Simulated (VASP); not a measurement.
Write the native input for VASP 6.6.1 that does the following.

```
Task                   : single point
Functional             : PBE
Potentials or basis    : VASP PAW PBE potentials, release 64 (Er_3, H), 4f in core
Cutoff                 : 500 eV
k mesh                 : 4 × 4 × 4
Occupations            : gaussian, width 0.1 eV
Spin                   : no spin polarisation
Dipole correction      : no
Mended                 : yes
Further INCAR settings : ALGO = Normal; EDIFF = 1e-06; NBANDS = 14
```

The structure of ErH4 lies in POSCAR:

```
ErH4
1.0
    4.0632377231      0.0000000000      0.0000000000
    0.0000000000      4.0632377231      0.0000000000
    0.0000000000      0.0000000000      4.0632377231
Er H
1 4
Direct
    0.5000000000      0.5000000000      0.5000000000
    0.0000000000      0.0000000000      0.0000000000
    0.5000000000      0.5000000000      0.0000000000
    0.5000000000      0.0000000000      0.5000000000
    0.0000000000      0.5000000000      0.5000000000
```

The cell was built from a structure type or drawn by symmetry, and may not be a known phase.

One way to write it, as run:

INCAR

```
SYSTEM = ErH4
ALGO = Normal
EDIFF = 1E-6
ENCUT = 500
GGA = PE
GGA_COMPAT = .FALSE.
ISIF = 2
ISMEAR = 0
LASPH = .TRUE.
LCHARG = .FALSE.
LMAXMIX = 6
LREAL = .FALSE.
LWAVE = .FALSE.
NBANDS = 14
NELM = 200
PREC = Accurate
SIGMA = 0.1
```

KPOINTS

```
k-points
0
G
  4 4 4
  0 0 0
```

Potentials or basis: VASP PAW PBE potentials, release 64 (Er_3, H), 4f in core.

Launch:

```sh
$ cat potpaw_PBE.64/Er_3/POTCAR potpaw_PBE.64/H/POTCAR > POTCAR
$ mpirun -np 1 vasp_std > vasp.out
```

It gave:

```yaml
Pressure: 0.5 GPa
Band_gap_on_the_k_mesh: zero (an odd number of electrons rules out a gap without spin polarisation)
```

Caveat: the k points lie up to 0.39 Å⁻¹ apart, too coarse for converged energies and pressures of a metal; spin-orbit coupling is left out, which moves the levels of the heavy elements; the 4f electrons are frozen in the core, so they carry no moment and show no levels.

It took 16 s on 1 thread of Intel(R) Xeon(R) 6975P-C (Granite Rapids), on a shared host, peak memory 0.16 GiB.
